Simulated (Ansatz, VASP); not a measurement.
**AlCo in VASP and in Ansatz**

File INCAR:

```
PREC     = Accurate       # precision mode
ENCUT    = 520            # plane-wave cutoff, eV
EDIFF    = 1E-7           # SCF threshold, eV
ISMEAR   = 0              # smearing method
SIGMA    = 0.15           # smearing width, eV
LREAL    = F              # projectors in reciprocal space
LASPH    = T              # aspherical terms in the spheres
NELM     = 80             # most SCF steps
ALGO     = Fast           # electronic algorithm
ISIF     = 2              # what is computed and relaxed
LWAVE    = F              # write WAVECAR
LCHARG   = F              # write CHGCAR
GGA      = PE             # functional
NBANDS   = 13             # bands
```

File KPOINTS:

```
regular mesh
0
Gamma
  22 22 22
```

Contents of POSCAR:

```
AlCo
1.0
    2.9802380178      0.0000000000      0.0000000000
    0.0000000000      2.9802380178      0.0000000000
    0.0000000000      0.0000000000      2.8519024094
Al Co
1 1
Direct
    0.0000000000      0.0000000000      0.0000000000
    0.5000000000      0.5000000000      0.5000000000
```

Input for Ansatz:

```yaml
crystal:
  lattice:
    - [2.9802380178, 0.0, 0.0]
    - [0.0, 2.9802380178, 0.0]
    - [0.0, 0.0, 2.8519024094]
  atoms:
    - { symbol: Al, position: [0.0, 0.0, 0.0] }
    - { symbol: Co, position: [0.5, 0.5, 0.5] }
basis:
  ecutwfc: 420
kpoints:
  mp_grid: { grid: [22, 22, 22] }
hamiltonian:
  xc: pbe
scf:
  occupations: { method: gaussian, width: 0.15 }
output:
  forces: true
  stress: true
  eigenvalues: true
```

Change from the starting cell: strain +0.0450 x Voigt [1, 1, 0, 0, 0, 0], atoms carried along.

Alike in both runs: task single point; functional PBE; k mesh 22 × 22 × 22; occupations gaussian, width 0.15 eV; no spin polarisation.

|  | VASP | Ansatz |
| --- | --- | --- |
| version | VASP 6.6.1 | Ansatz 0.2.0 |
| potentials or method | VASP PAW PBE potentials, release 64 (Al, Co), cutoff 520 eV | scalar-relativistic, plane waves, PAW |
| valence electrons in the cell | 12 | 20 |

|  | VASP | Ansatz | Ansatz less VASP |
| --- | --- | --- | --- |
| gap on the k mesh at the Fermi level (eV) | none | none | - |
| pressure (GPa) | -12.8 | -12.8 | +0.05 |
| traceless stress, the component that is largest in VASP (GPa) | 4.21 | 4.22 | +0.006 |

A gap of «none» marks a metal or a gap that the smearing closes. The functional is the same, so the differences come from potentials, cutoffs and numerics. VASP's potentials hold 12 valence electrons a cell and Ansatz's 20, so a difference there can come from the potentials and not from the codes.
